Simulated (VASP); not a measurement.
InP (rocksalt type), 2 atoms in the cell. The structure is cubic, space group Fm-3m (No. 225). Conventional cell: a = 5.650 Å, b = 5.650 Å, c = 5.650 Å, α = 90.00°, β = 90.00°, γ = 90.00°. Within 3.7 Å of In (site symmetry m-3m) lie 6 P at 2.82 Å. P (site symmetry m-3m) has 6 In at 2.82 Å within 3.7 Å. 

```yaml
Program: VASP 6.6.1
Task: electric field gradients
Functional: PBE
Potentials_or_basis: VASP PAW PBE potentials, release 64 (In_d, P)
Cutoff: 520 eV
k_mesh: 14 × 14 × 14
Occupations: fermi-dirac, width 0.08 eV
Spin: no spin polarisation
Dipole_correction: no
Further_INCAR_settings: ALGO = Normal; EDIFF = 1e-08; NBANDS = 16
```

Potentials or basis: VASP PAW PBE potentials, release 64 (In_d, P).

Launch:

```console
$ cat potpaw_PBE.64/In_d/POTCAR potpaw_PBE.64/P/POTCAR > POTCAR
$ mpirun -np 1 vasp_std > vasp.out
```

Hardware: 1 thread of Intel Xeon 8259CL (shared host).

Question: Estimate the wall time of this run.

Answer: It took 2.2 min on 1 thread of Intel Xeon 8259CL (shared host), peak memory 0.22 GiB. Counts: scf iterations 15, k points 104.
